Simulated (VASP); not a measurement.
Here is a VASP 6.6.1 calculation.

Contents of INCAR:

```
SYSTEM = Cu
PREC = Accurate ; ENCUT = 520
EDIFF = 1E-6 ; ISMEAR = 1
SIGMA = 0.1 ; LREAL = .FALSE.
LASPH = .TRUE. ; NELM = 100
ALGO = Normal ; ISIF = 2
LWAVE = .FALSE. ; LCHARG = .FALSE.
GGA = PS ; NBANDS = 12
```

Contents of KPOINTS:

```
regular mesh
0
G
  15 15 15
  0 0 0
```

The input POSCAR:

```
Cu
1.0
   -1.4006822849      1.4006822849      1.3714598783
    1.4006822849     -1.4006822849      1.3714598783
    1.4006822849      1.4006822849     -1.3714598783
Cu
1
Direct
    0.0000000000      0.0000000000      0.0000000000
```

Potentials or basis: VASP PAW PBE potentials, release 64 (Cu).

The run is started by

```sh
$ cat potpaw_PBE.64/Cu/POTCAR > POTCAR
$ mpirun -np 1 vasp_std > vasp.out
```

Problem. Predict the pressure.

Solution. 10.7 GPa.

Problem. Predict the band gap on the k mesh.

Solution. Zero (an odd number of electrons rules out a gap without spin polarisation).

Caveat: the cell stands under pressure; the PAW data sets were made with another functional, which shifts forces and pressure a little.
